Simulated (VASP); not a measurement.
Input of a VASP 6.6.1 run:

Contents of INCAR:

```
PREC = Accurate
ENCUT = 520
EDIFF = 1E-6
ISMEAR = -1
SIGMA = 0.05
LREAL = Auto
LASPH = T
NELM = 150
ALGO = Normal
ISIF = 2
LWAVE = F
LCHARG = F
ISPIN = 2
MAGMOM = 0 0 0 0 0 0 0 0 0 0 0 0 0 0 0 0 1
LORBIT = 11
GGA = PS
IBRION = 2
NSW = 45
EDIFFG = -0.08
KPAR = 2
```

Contents of KPOINTS:

```
Automatic mesh
0
Gamma
  2 2 2
```

File POSCAR:

```
LiSi16
1.0
    0.0000000000      5.4300000000      5.4300000000
    5.4300000000      0.0000000000      5.4300000000
    5.4300000000      5.4300000000      0.0000000000
Si Li
16 1
Direct
    0.0000000000      0.0000000000      0.0000000000
    0.1250000000      0.1250000000      0.1250000000
    0.0000000000      0.0000000000      0.5000000000
    0.1250000000      0.1250000000      0.6250000000
    0.0000000000      0.5000000000      0.0000000000
    0.1250000000      0.6250000000      0.1250000000
    0.0000000000      0.5000000000      0.5000000000
    0.1250000000      0.6250000000      0.6250000000
    0.5000000000      0.0000000000      0.0000000000
    0.6250000000      0.1250000000      0.1250000000
    0.5000000000      0.0000000000      0.5000000000
    0.6250000000      0.1250000000      0.6250000000
    0.5000000000      0.5000000000      0.0000000000
    0.6250000000      0.6250000000      0.1250000000
    0.5000000000      0.5000000000      0.5000000000
    0.6250000000      0.6250000000      0.6250000000
    0.8813985000      0.8735172000      0.3663352000
```

Potentials or basis: VASP PAW PBE potentials, release 64 (Si, Li_sv).

Launch:

```sh
$ cat potpaw_PBE.64/Si/POTCAR potpaw_PBE.64/Li_sv/POTCAR > POTCAR
$ mpirun -np 4 vasp_std > vasp.out
```

Task: Estimate the net moment.

Result: 0.00 μB per cell.

Task: Estimate the energy gained by relaxing.

Result: 8.1 meV/atom.

Final structure:
```yaml
crystal:
  lattice:
    - [0.00000, 5.43000, 5.43000]
    - [5.43000, 0.00000, 5.43000]
    - [5.43000, 5.43000, 0.00000]
  atoms:
    - { symbol: Si, position: [0.00322, 0.00333, 0.99018] }
    - { symbol: Si, position: [0.12676, 0.12673, 0.12301] }
    - { symbol: Si, position: [0.00248, 0.00259, 0.50263] }
    - { symbol: Si, position: [0.12595, 0.12480, 0.62369] }
    - { symbol: Si, position: [0.99655, 0.50115, 0.00105] }
    - { symbol: Si, position: [0.12683, 0.62332, 0.12303] }
    - { symbol: Si, position: [0.00280, 0.49142, 0.50294] }
    - { symbol: Si, position: [0.12669, 0.62324, 0.62662] }
    - { symbol: Si, position: [0.50119, 0.99665, 0.00100] }
    - { symbol: Si, position: [0.62359, 0.12669, 0.12300] }
    - { symbol: Si, position: [0.49275, 0.00243, 0.50246] }
    - { symbol: Si, position: [0.62346, 0.12660, 0.62657] }
    - { symbol: Si, position: [0.50126, 0.50113, 0.00103] }
    - { symbol: Si, position: [0.62493, 0.62502, 0.12508] }
    - { symbol: Si, position: [0.50113, 0.50105, 0.49673] }
    - { symbol: Si, position: [0.62351, 0.62323, 0.62660] }
    - { symbol: Li, position: [0.87830, 0.87414, 0.37073] }
```

Caveat: the k points lie up to 0.50 Å⁻¹ apart.
